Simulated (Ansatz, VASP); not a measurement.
## One calculation of Co, two programs

INCAR

```
PREC = Accurate
ENCUT = 520
EDIFF = 1E-6
ISMEAR = -1
SIGMA = 0.08
LREAL = F
LASPH = T
NELM = 60
ALGO = Normal
ISIF = 2
LWAVE = F
LCHARG = T
GGA = PE
LELF = T
LVHAR = T
NBANDS = 16
```

The input KPOINTS:

```
Automatic mesh
0
Gamma
  15 15 8
```

Contents of POSCAR:

```
Co
1.0
    2.5831254873      0.0000000000      0.0000000000
   -1.2915627436      2.2370522931      0.0000000000
    0.0000000000      0.0000000000      4.2197213561
Co
2
Direct
    0.6666666667      0.3333333333      0.2598610000
    0.3333333333      0.6666666667      0.7401390000
```

Input for Ansatz:

```yaml
crystal:
  lattice:
    - [2.5831254873, 0.0, 0.0]
    - [-1.2915627436, 2.2370522931, 0.0]
    - [0.0, 0.0, 4.2197213561]
  atoms:
    - { symbol: Co, position: [0.6666666667, 0.3333333333, 0.259861] }
    - { symbol: Co, position: [0.3333333333, 0.6666666667, 0.740139] }
kpoints:
  mp_grid: { grid: [15, 15, 8] }
scf:
  occupations: { method: fermi_dirac, width: 0.08 }
  lower_state_search: "off"
hamiltonian:
  xc: pbe
  pseudopotentials: { kind: paw }
output:
  forces: true
  stress: true
  eigenvalues: true
```

Change from the starting cell: volume scaled by 1.12, no spin polarisation, PAW files.

Alike in both runs: task single point; functional PBE; k mesh 15 × 15 × 8; occupations fermi-dirac, width 0.08 eV; no spin polarisation.

|  | VASP | Ansatz |
| --- | --- | --- |
| version | VASP 6.6.1 | Ansatz 0.2.0 |
| potentials or method | VASP PAW PBE potentials, release 64 (Co) | PAW with Ansatz's default frozen-core files, scalar-relativistic |
| plane-wave cutoff (eV) | 520 | 420 |
| valence electrons in the cell | 18 | 34 |

Ansatz gave:

```
pressure (GPa)                                                : -27.3
traceless stress, the component that is largest in VASP (GPa) : -1.51
rms of the force components (eV/Å)                            : 0.166
```

Which values does VASP return?

Pressure (GPa): -27.1; traceless stress, the component that is largest in VASP (GPa): -1.53; rms of the force components (eV/Å): 0.159.

Atom by atom the forces differ by 0.007 eV/Å (rms over components). VASP's potentials hold 18 valence electrons a cell and Ansatz's 34, so a difference there can come from the potentials and not from the codes.
